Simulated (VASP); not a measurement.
The system is Sr.

```xyz
2
Lattice="4.3100 0.0000 0.0000 -2.1550 3.7326 0.0000 0.0000 0.0000 7.0500" Properties=species:S:1:pos:R:3 pbc="T T T"
Sr    0.0281    2.1321    1.8304
Sr    1.9468    1.2025    5.5465
```

- Program: VASP 6.6.1
- Task: relaxation of cell and atoms
- Functional: PBE
- Potentials or basis: VASP PAW PBE potentials, release 64 (Sr_sv)
- Cutoff: 600 eV
- k mesh: 6 × 6 × 3
- Occupations: fermi-dirac, width 0.05 eV
- Spin: no spin polarisation

At the start: pressure -0.2 GPa; volume 56.71 Å³/atom.

Task: Where does the relaxation end?

Result: Over 16 steps the energy falls by 24.3 meV/atom and the volume is 55.45 Å³/atom (-2.2 %); space group P-1 (No. 2, to 0.1 Å) before, Cmcm (No. 63, to 0.1 Å).

Step by step:
| step | energy change (eV) | largest force (eV/Å) | pressure (GPa) | volume (Å³) |
| --- | --- | --- | --- | --- |
| 1 | 0.0000 | 0.2800 | -0.18 | 113.42 |
| 2 | -0.0139 | 0.2391 | -0.10 | 112.34 |
| 3 | -0.0328 | 0.1511 | 0.15 | 109.66 |
| 4 | -0.0338 | 0.1255 | 0.24 | 108.78 |
| 5 | -0.0393 | 0.0894 | 0.06 | 110.39 |
| 6 | -0.0419 | 0.0534 | -0.16 | 112.52 |
| 7 | -0.0447 | 0.0463 | -0.07 | 111.53 |
| 8 | -0.0456 | 0.0503 | 0.02 | 110.63 |
| 9 | -0.0462 | 0.0436 | 0.01 | 110.73 |
| 10 | -0.0474 | 0.0260 | -0.02 | 111.03 |
| 11 | -0.0466 | 0.0242 | -0.08 | 111.63 |
| 12 | -0.0476 | 0.0172 | -0.04 | 111.22 |
| 13 | -0.0481 | 0.0109 | 0.00 | 110.83 |
| 14 | -0.0485 | 0.0027 | 0.07 | 110.24 |
| 15 | -0.0487 | 0.0050 | -0.01 | 111.07 |
| 16 | -0.0487 | 0.0042 | 0.00 | 110.90 |

Final structure:
```
Sr
1.0
     4.37472    0.00217   -0.00108
    -2.18926    3.59299    0.00308
    -0.00269    0.00462    7.05309
Sr
2
Direct
  0.27058 0.58300 0.27296
  0.63433 0.31038 0.77342
```
